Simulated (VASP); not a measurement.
# Pt (Fm-3m) in VASP: notebook

Runs on Pt. Level: PBE. Tasks: single point, relaxation of cell and atoms.

Program: VASP 6.6.1. These are calculated values, not measurements. Logs are shortened: lines on timing, memory, paths and dates and some standing lists are left out, and cuts for length are marked.

## (1) The cell of the first run

Symmetry: Fm-3m, No. 225, cubic system. Conventional cell: a = 3.971 Å, b = 3.971 Å, c = 3.971 Å, α = 90.00°, β = 90.00°, γ = 90.00°. Pt (site symmetry m-3m) has 12 Pt at 2.81 Å within 3.7 Å.

## (2) Single point, PBE

INCAR

```
PREC = Accurate
ENCUT = 520
EDIFF = 1E-7
ISMEAR = -1
SIGMA = 0.08
LREAL = F
LASPH = T
NELM = 60
ALGO = Normal
ISIF = 2
LWAVE = F
LCHARG = T
GGA = PE
LELF = T
LVHAR = T
NBANDS = 22
```

KPOINTS

```
regular mesh
0
Gamma
  13 13 5
```

POSCAR

```
Pt
1.0
    0.0000000000      1.9855579642     -1.9855579642
   -1.9855579642      0.0000000000      1.9855579642
    3.9711159284      3.9711159284      3.9711159284
Pt
3
Direct
    0.0000000000      0.0000000000      0.0000000000
    0.3333333330      0.6666666670      0.3333333330
    0.6666666670      0.3333333330      0.6666666670
```

Potentials or basis: VASP PAW PBE potentials, release 64 (Pt).

Command:

```console
cat potpaw_PBE.64/Pt/POTCAR > POTCAR
mpirun -np 1 vasp_std > vasp.out
```

OUTCAR:

```text
PREC = Accurate
   ENCUT = 520
   EDIFF = 1E-7
   ISMEAR = -1
   LREAL = F
   LASPH = T
   NELM = 60
   ISIF = 2
   GGA = PE

 ion  position               nearest neighbor table
   1  0.000  0.000  0.000-   2 2.81   3 2.81   3 2.81   2 2.81   3 2.81   2 2.81
   2  0.333  0.667  0.333-   1 2.81   1 2.81   1 2.81   3 2.81   3 2.81   3 2.81
   3  0.667  0.333  0.667-   1 2.81   1 2.81   1 2.81   2 2.81   2 2.81   2 2.81

  LATTYP: Found a hexagonal cell.
 ALAT       =     2.8080030018
 C/A-ratio  =     2.4494897428

  Lattice vectors:

 A1 = (   0.0000000000,   1.9855579642,  -1.9855579642)
 A2 = (  -1.9855579642,   0.0000000000,   1.9855579642)
 A3 = (   3.9711159284,   3.9711159284,   3.9711159284)

Analysis of symmetry for initial positions (statically):
=====================================================================
 Subroutine PRICEL returns following result:

  LATTYP: Found a face centered cubic cell.
 ALAT       =     3.9711159244

  Lattice vectors:

 A1 = (   1.9855579622,   1.9855579622,   0.0000000000)
 A2 = (  -0.0000000020,   1.9855579622,   1.9855579642)
 A3 = (   1.9855579682,   0.0000000040,   1.9855579642)

   3 primitive cells build up your supercell.

 Routine SETGRP: Setting up the symmetry group for a
 hexagonal supercell.

 Subroutine GETGRP returns: Found 12 space group operations
 (whereof 12 operations were pure point group operations)
 out of a pool of 24 trial point group operations.

The static configuration has the point symmetry D_3d.

Analysis of symmetry for dynamics (positions and initial velocities):
=====================================================================
 Subroutine PRICEL returns following result:

  LATTYP: Found a face centered cubic cell.
 ALAT       =     3.9711159244

  Lattice vectors:

 A1 = (   1.9855579622,   1.9855579622,   0.0000000000)
 A2 = (  -0.0000000020,   1.9855579622,   1.9855579642)
 A3 = (   1.9855579682,   0.0000000040,   1.9855579642)

   3 primitive cells build up your supercell.

 Routine SETGRP: Setting up the symmetry group for a
 hexagonal supercell.

 Subroutine GETGRP returns: Found 12 space group operations
 (whereof 12 operations were pure point group operations)
 out of a pool of 24 trial point group operations.

The dynamic configuration has the point symmetry D_3d.

 Subroutine INISYM returns: Found 12 space group operations
 (whereof 12 operations are pure point group operations),
 and found     3 'primitive' translations

----------------------------------------------------------------------------------------

                                     Primitive cell

  volume of cell :      15.6559

  direct lattice vectors                    reciprocal lattice vectors
     1.985557962  1.985557962  0.000000000     0.251818385  0.251818386 -0.251818386
    -0.000000002  1.985557962  1.985557964    -0.251818385  0.251818385  0.251818385
     1.985557968  0.000000004  1.985557964     0.251818385 -0.251818385  0.251818385

  length of vectors
     2.808002999  2.808003000  2.808003005     0.436162238  0.436162237  0.436162237

  position of ions in fractional coordinates (direct lattice)
     0.000000000  0.000000000  0.000000000

  ion indices of the primitive-cell ions
   primitive index   ion index
                 1           1

----------------------------------------------------------------------------------------

 KPOINTS: regular mesh

Automatic generation of k-mesh.
 Grid dimensions read from file:
 generate k-points for:   13   13    5

 Generating k-lattice:

  Cartesian coordinates                     Fractional coordinates (reciprocal lattice)
    -0.012913763  0.025827527 -0.012913763     0.076923077  0.000000000  0.000000000
    -0.025827527  0.012913763  0.012913763     0.000000000  0.076923077  0.000000000
     0.016787892  0.016787892  0.016787892     0.000000000  0.000000000  0.200000000

  Length of vectors
     0.031632131  0.031632131  0.029077482

  Shift w.r.t. Gamma in fractional coordinates (k-lattice)
     0.000000000  0.000000000  0.000000000

 Subroutine IBZKPT returns following result:
 ===========================================

 Found     91 irreducible k-points:

 Following reciprocal coordinates:
            Coordinates               Weight
  0.000000  0.000000  0.000000      1.000000
  0.076923  0.000000  0.000000      6.000000
  0.153846  0.000000  0.000000      6.000000
  0.230769  0.000000  0.000000      6.000000
  0.307692  0.000000  0.000000      6.000000
  0.384615  0.000000  0.000000      6.000000
[... 16 lines left out ...]
  0.076923  0.000000  0.200000      6.000000
  0.000000  0.076923  0.200000      6.000000
 [... further k-points ...]
   k-points           NKPTS =     91   k-points in BZ     NKDIM =     91   number of bands    NBANDS=     22
   number of dos      NEDOS =    301   number of ions     NIONS =      3
   total plane-waves  NPLWV =  31104
   dimension x,y,z NGX =    24 NGY =   24 NGZ =   54
   dimension x,y,z NGXF=    48 NGYF=   48 NGZF=  108
   ions per type =               3
   NGX,Y,Z   is equivalent  to a cutoff of  14.21, 14.21, 13.05 a.u.
   NGXF,Y,Z  is equivalent  to a cutoff of  28.42, 28.42, 26.10 a.u.
 SYSTEM =  unknown system
   PREC   = accura    normal or accurate (medium, high low for compatibility)
   ISTART =      0    job   : 0-new  1-cont  2-samecut
   ICHARG =      2    charge: 1-file 2-atom 10-const
   ISPIN  =      1    spin polarized calculation?
   LNONCOLLINEAR =      F non collinear calculations
   LSORBIT =      F    spin-orbit coupling
   LASPH  =      T    aspherical Exc in radial PAW
   ENCUT  =  520.0 eV  38.22 Ry    6.18 a.u.   5.22  5.22 12.79*2*pi/ulx,y,z
   NELM   =     60;   NELMIN=  2; NELMDL= -5     # of ELM steps
   EDIFF  = 0.1E-06   stopping-criterion for ELM
   LREAL  =      F    real-space projection
   EDIFFG = 0.1E-05   stopping-criterion for IOM
   NSW    =      0    number of steps for IOM
   IBRION =     -1    ionic relax: 0-MD 1-quasi-New 2-CG
   NFREE  =      0    steps in history (QN), initial steepest desc. (CG)
   ISIF   =      2    stress and relaxation
   ISYM   =      2    0-nonsym 1-usesym 2-fastsym
   POTIM  = 0.5000    time-step for ionic-motion
   TEBEG  =    0.0;   TEEND  =   0.0 temperature during run
   PSTRESS=    0.0 pullay stress
   NELECT =      30.0000    total number of electrons
   NUPDOWN=      -1.0000    fix difference up-down
   EMIN   =  10.00;   EMAX   =-10.00  energy-range for DOS
   EFERMI =   0.00;   METHOD = LEGACY
   ISMEAR =    -1;   SIGMA  =   0.08  broadening in eV -4-tet -1-fermi 0-gaus
   EFERMI_NEDOS =   21; number of points for ismear=-14 and -15
   IALGO  =     38    algorithm
   IMIX   =      4    mixing-type and parameters
     AMIX     =   0.40;   BMIX     =  1.00
     AMIX_MAG =   1.60;   BMIX_MAG =  1.00
  volume/ion in A,a.u.               =      15.66       105.65
  Fermi-wavevector in a.u.,A,eV,Ry     =   1.409880  2.664288 27.045153  1.987763
  Thomas-Fermi vector in A             =   2.531891
   LORBIT       =      0    0 simple, 1 ext, 2 COOP (PROOUT), +10 PAW based schemes
   GGA     = PE    functional components
   LHFCALC =     F    Hartree Fock is set to
   AEXX    =    0.0000 exact exchange contribution
   IVDW    =     0    specifies the selected vdW correction
   LEPSILON=     F    determine dielectric tensor
   LRPA    =     F    only Hartree local field effects (RPA)
 non-spin polarized calculation
  energy-cutoff  :      520.00
  volume of cell :       46.97
 maximum number of plane-waves:      1285
 NGX is ok and might be reduce to    24

 number of electron      29.9999998 magnetization

 Free energy of the ion-electron system (eV)
  ---------------------------------------------------
  ext. energy  EPLUGINS =         0.00000000
  ---------------------------------------------------
  free energy    TOTEN  =       -18.34658988 eV

  energy without entropy =      -18.22433419  energy(sigma->0) =      -18.28546203

 E-fermi :  10.5544     XC(G=0): -13.2674

 val. band max:       10.5533650481   @ k =   0.3077   0.2308   0.2000
 cond. band min:      10.5548766043   @ k =   0.3077   0.2308   0.4000
 fundamental gap:      0.0015115562
 Fermi energy:        10.5543559142

 k-point     1 :       0.0000    0.0000    0.0000
  band No.  band energies     occupation
      1       0.7579      2.00000
      2       3.4260      2.00000
      3       3.4260      2.00000
      4       6.9923      2.00000
      5       6.9929      2.00000
      6       6.9929      2.00000
[... 14 lines left out ...]
     21      25.2980      0.00000
     22      25.9749      0.00000

 k-point     2 :       0.0769    0.0000    0.0000
  band No.  band energies     occupation
      1       0.9617      2.00000
      2       3.6150      2.00000
      3       3.6255      2.00000
      4       6.8936      2.00000
      5       7.0362      2.00000
      6       7.0490      2.00000
[... 14 lines left out ...]
     21      25.6051      0.00000
     22      26.1869      0.00000

 k-point     3 :       0.1538    0.0000    0.0000
  band No.  band energies     occupation
      1       1.5453      2.00000
      2       4.0825      2.00000
      3       4.1916      2.00000
      4       6.3246      2.00000
      5       6.5667      2.00000
      6       6.6481      2.00000
[... 14 lines left out ...]
     21      25.7980      0.00000
     22      26.3838      0.00000
[... 476 lines left out ...]
 k-point    23 :       0.0769    0.0000    0.2000
  band No.  band energies     occupation
      1       1.1326      2.00000
      2       3.1215      2.00000
      3       3.7762      2.00000
      4       6.5382      2.00000
      5       6.7596      2.00000
      6       6.8855      2.00000
[... 14 lines left out ...]
     21      25.5518      0.00000
     22      25.8665      0.00000

 k-point    24 :       0.0000    0.0769    0.2000
  band No.  band energies     occupation
      1       1.1304      2.00000
      2       3.1157      2.00000
      3       3.7850      2.00000
      4       6.4899      2.00000
      5       6.8230      2.00000
      6       6.9251      2.00000
[... 14 lines left out ...]
     21      25.5381      0.00000
     22      25.8466      0.00000

 [... further k-points ...]

------------------------ aborting loop because EDIFF is reached ----------------------------------------

  FORCE on cell =-STRESS in cart. coord.  units (eV):
  Direction    XX          YY          ZZ          XY          YZ          ZX
  --------------------------------------------------------------------------------------
  -------------------------------------------------------------------------------------
  Total       -0.1396352     -0.1396352     -0.1396352     -0.0361973     -0.0361973     -0.0361973
  in kB       -4.7632850     -4.7632850     -4.7632850     -1.2347747     -1.2347747     -1.2347747
  external PRESSURE =      -4.7632850 kB  Pullay stress =       0.0000000 kB

 VOLUME and BASIS-vectors are now :
 -----------------------------------------------------------------------------
  energy-cutoff  :      520.00
  volume of cell :       46.97
      direct lattice vectors                 reciprocal lattice vectors
     0.000000000  1.985557964 -1.985557964    -0.167878923  0.335757847 -0.167878923
    -1.985557964  0.000000000  1.985557964    -0.335757847  0.167878923  0.167878923
     3.971115928  3.971115928  3.971115928     0.083939462  0.083939462  0.083939462

 POSITION                                       TOTAL-FORCE (eV/Angst)
 -----------------------------------------------------------------------------------
      0.00000      0.00000      0.00000         0.000000      0.000000      0.000000
     -0.00000      1.98556      1.98556         0.000000      0.000000      0.000000
      1.98556      3.97112      1.98556        -0.000000     -0.000000     -0.000000
 -----------------------------------------------------------------------------------
    total drift:                               -0.000000     -0.000000     -0.000000

  FREE ENERGIE OF THE ION-ELECTRON SYSTEM (eV)
  ---------------------------------------------------
  free  energy   TOTEN  =       -18.3465898783 eV

  energy  without entropy=      -18.2243341852  energy(sigma->0) =      -18.28546203
```

Run time: 2.7 min. Hardware: 1 thread of AMD EPYC 7R13, shared host; peak memory 0.2 GiB.

Results:

```
Free energy            : -18.3466 eV
Pressure               : -0.5 GPa
Band gap on the k mesh : zero (band 15 reaches 10.96 eV, above the bottom of band 16 at 9.29 eV)
```

Caveat: spin-orbit coupling is left out, which moves the levels of the heavy elements.

## (3) Relaxation of cell and atoms, PBE

This run uses another cell than the first one: it holds 1 atom, not 3.

INCAR

```
SYSTEM = Pt
PREC = Accurate
ENCUT = 600
EDIFF = 1E-6
ISMEAR = -1
SIGMA = 0.08
LREAL = .False.
LASPH = .True.
NELM = 100
ALGO = Normal
ISIF = 3
LWAVE = .False.
LCHARG = .False.
GGA = PE
IBRION = 2
NSW = 60
EDIFFG = -0.005
```

KPOINTS

```
Automatic mesh
0
Gamma
  19 19 19
  0 0 0
```

POSCAR

```
Pt
1.0
    0.0000000000      1.9857740511      1.9857740511
    1.9857740511      0.0000000000      1.9857740511
    1.9857740511      1.9857740511      0.0000000000
Pt
1
Direct
    0.0000000000      0.0000000000      0.0000000000
```

Potentials or basis: VASP PAW PBE potentials, release 64 (Pt).

Command:

```console
cat potpaw_PBE.64/Pt/POTCAR > POTCAR
mpirun -np 1 vasp_std > vasp.out
```

It took 1.7 min on 1 thread of AMD EPYC 7R13, shared host; peak memory 0.15 GiB.

The run converged. Its results:

```yaml
Free_energy: -6.1198 eV
Relaxed_volume: 15.63 Å³/atom
Relaxed_cell: a = 2.806 Å, b = 2.806 Å, c = 2.806 Å, α = 60.00°, β = 60.00°, γ = 60.00°
Space_group_after_relaxing_to_0.05_Å: Fm-3m (No. 225)
Energy_gained_by_relaxing: 0.0 meV/atom
Ionic_steps: 3
Pressure_after_relaxing: 0.0 GPa
Band_gap_on_the_k_mesh: zero (band 5 reaches 11.02 eV, above the bottom of band 6 at 8.95 eV)
```

Final structure:
```
Pt
1.0
     0.00000    1.98446    1.98446
     1.98446    0.00000    1.98446
     1.98446    1.98446    0.00000
Pt
1
Direct
  0.00000 0.00000 0.00000
```

Levels at points of the mesh, in eV from the Fermi level:
```
           k point  band 2  band 3  band 4  band 5  band 6  band 7  band 8  band 9
(0.00, 0.00, 0.00)   -3.57   -3.57   -3.57   -1.54   -1.54   14.74   19.50   19.50
```

Caveat: spin-orbit coupling is left out, which moves the levels of the heavy elements.
